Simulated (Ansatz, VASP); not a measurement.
# One calculation of ZnO, two programs

```
CELL_PARAMETERS angstrom
3.23047 0.00000 0.00000
-1.61524 2.79767 0.00000
0.00000 0.00000 5.00551
ATOMIC_POSITIONS crystal
Zn 0.66667 0.33333 0.49787
Zn 0.33333 0.66667 0.99787
O 0.66667 0.33333 0.88244
O 0.33333 0.66667 0.38244
```

Change from the starting cell: strain along c alone, the other axes held, atoms relaxed: -4.0 %.

Alike in both runs: task relaxation of the atoms; functional PBEsol; k mesh 12 × 12 × 6; occupations gaussian, width 0.02 eV; no spin polarisation.

|  | VASP | Ansatz |
| --- | --- | --- |
| version | VASP 6.6.1 | Ansatz 0.2.0 |
| potentials or method | VASP PAW PBE potentials, release 64 (Zn, O), cutoff 520 eV | scalar-relativistic, plane waves, PAW |
| valence electrons in the cell | 36 | 36 |

VASP gave:

```
gap on the k mesh at the Fermi level, each at its own relaxed structure (eV) : 0.79
```

What did Ansatz give for the same quantities?

gap on the k mesh at the Fermi level, each at its own relaxed structure (eV): 0.81.

VASP's potentials were made for PBE, not for PBEsol. Ansatz's warnings: stress scf threshold loose.
